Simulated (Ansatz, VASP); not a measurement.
NbMo2S6: VASP beside Ansatz

```xyz
9
Lattice="3.2398 0.0000 0.0000 -1.6199 2.8057 0.0000 0.0000 0.0000 22.5198" Properties=species:S:1:pos:R:3 pbc="T T T"
Nb    0.0000    0.0000    0.0000
Mo    0.0000    0.0000   15.0997
Mo    0.0000    0.0000    7.4202
S     0.0000    1.8705   16.6441
S     0.0000    1.8705    1.5984
S     0.0000    1.8705    8.9649
S     0.0000    1.8705   20.9215
S     0.0000    1.8705    5.8757
S     0.0000    1.8705   13.5549
```

Alike in both runs: functional PBE; k mesh 12 × 12 × 2; occupations gaussian, width 0.1 eV; no spin polarisation.

Ansatz relaxed the structure, and its values are those at the end. VASP's run is a single point on that final structure, the one shown.

|  | VASP | Ansatz |
| --- | --- | --- |
| version | VASP 6.6.1 | Ansatz 0.2.0 |
| potentials or method | VASP PAW PBE potentials, release 64 (Nb_sv, Mo_sv, S), cutoff 520 eV | scalar-relativistic, plane waves, PAW |
| valence electrons in the cell | 77 | 77 |

|  | VASP | Ansatz | Ansatz less VASP |
| --- | --- | --- | --- |
| gap on the k mesh at the Fermi level (eV) | none | none | - |
| pressure (GPa) | -0.2 | 0.0 | +0.18 |
| rms of the force components (eV/Å) | 0.011 | 0.000 | -0.0110 |

A gap of «none» marks a metal or a gap that the smearing closes.
